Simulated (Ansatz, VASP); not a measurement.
## Two plane-wave programs on MgO

File INCAR:

```
  ALGO = Normal
  EDIFF = 1E-6
  ENCUT = 600
  GGA = PE
  GGA_COMPAT = F
  ISIF = 2
  ISMEAR = 0
  LASPH = T
  LCHARG = F
  LREAL = F
  LWAVE = F
  NBANDS = 11
  NELM = 120
  PREC = Accurate
  SIGMA = 0.05
```

File KPOINTS:

```
k-points
0
Gamma
  7 7 7
```

File POSCAR:

```
MgO
1.0
    0.0000000000      2.1417602800      2.1417602800
    2.1417602800      0.0000000000      2.1417602800
    2.1417602800      2.1417602800      0.0000000000
Mg O
1 1
Direct
    0.0000000000      0.0000000000      0.0000000000
    0.5000000000      0.5000000000      0.5000000000
```

Input for Ansatz:

```yaml
crystal:
  lattice:
    - [0.0, 2.14176028, 2.14176028]
    - [2.14176028, 0.0, 2.14176028]
    - [2.14176028, 2.14176028, 0.0]
  atoms:
    - { symbol: Mg, position: [0.0, 0.0, 0.0] }
    - { symbol: O, position: [0.5, 0.5, 0.5] }
  symmetry: { tolerance: 0.0003 }
kpoints:
  mp_grid: { grid: [7, 7, 7], shift: [0, 0, 0] }
magnetization:
  spin_polarized: false
scf:
  occupations: { method: gaussian, width: 0.05 }
hamiltonian:
  pseudopotentials: { kind: paw }
  xc: pbe
basis:
  ecutwfc: 420
output:
  forces: true
  stress: true
  eigenvalues: true
  write_density: true
  write_potential: true
  elf: true
  volumetric_format: npy
```

Alike in both runs: task single point; functional PBE; k mesh 7 × 7 × 7; occupations gaussian, width 0.05 eV; no spin polarisation.

|  | VASP | Ansatz |
| --- | --- | --- |
| version | VASP 6.6.1 | Ansatz 0.2.0 |
| potentials or method | VASP PAW PBE potentials, release 64 (Mg, O), cutoff 600 eV | PAW plane waves |
| valence electrons in the cell | 8 | 16 |

|  | VASP | Ansatz | Ansatz less VASP |
| --- | --- | --- | --- |
| gap on the k mesh at the Fermi level (eV) | 4.25 | 4.27 | +0.018 |
| pressure (GPa) | -4.0 | -3.0 | +1.02 |

VASP's potentials hold 8 valence electrons a cell and Ansatz's 16, so a difference there can come from the potentials and not from the codes.
